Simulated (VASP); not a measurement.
Set up this calculation in VASP 6.6.1, as the native input.

```
Task                   : single point
Functional             : PBE
Potentials or basis    : VASP PAW PBE potentials, release 64 (Ag, I)
Cutoff                 : 500 eV
k mesh                 : 6 × 6 × 6
Occupations            : gaussian, width 0.01 eV
Spin                   : no spin polarisation
Dipole correction      : no
Further INCAR settings : ALGO = Normal; EDIFF = 1e-06; NBANDS = 16
```

The structure of AgI lies in POSCAR:

```
AgI
1.0
    0.0000000000      3.3476562787      3.3476562787
    3.3476562787      0.0000000000      3.3476562787
    3.3476562787      3.3476562787      0.0000000000
Ag I
1 1
Direct
    0.0000000000      0.0000000000      0.0000000000
    0.2500000000      0.2500000000      0.2500000000
```

This cell differs from its parent crystal: volume changed by +3%.

These files were run (other wordings do the same):

INCAR

```
SYSTEM = AgI
PREC = Accurate
ENCUT = 500
EDIFF = 1E-6
ISMEAR = 0
SIGMA = 0.01
LREAL = .FALSE.
LASPH = .TRUE.
NELM = 120
ALGO = Normal
ISIF = 2
LWAVE = .FALSE.
LCHARG = .FALSE.
GGA = PE
NBANDS = 16
GGA_COMPAT = .FALSE.
```

KPOINTS

```
regular mesh
0
G
  6 6 6
  0 0 0
```

Potentials or basis: VASP PAW PBE potentials, release 64 (Ag, I).

Launch:

```sh
$ cat potpaw_PBE.64/Ag/POTCAR potpaw_PBE.64/I/POTCAR > POTCAR
$ mpirun -np 1 vasp_std > vasp.out
```

It gave:

| Quantity | Value |
| --- | --- |
| Pressure | -0.8 GPa |
| Band gap on the k mesh | 1.35 eV, direct |

Caveat: spin-orbit coupling is left out, which moves the levels of the heavy elements.

Run time: 18 s on 1 thread of Intel Xeon 6975P-C (shared host), peak memory 0.21 GiB.
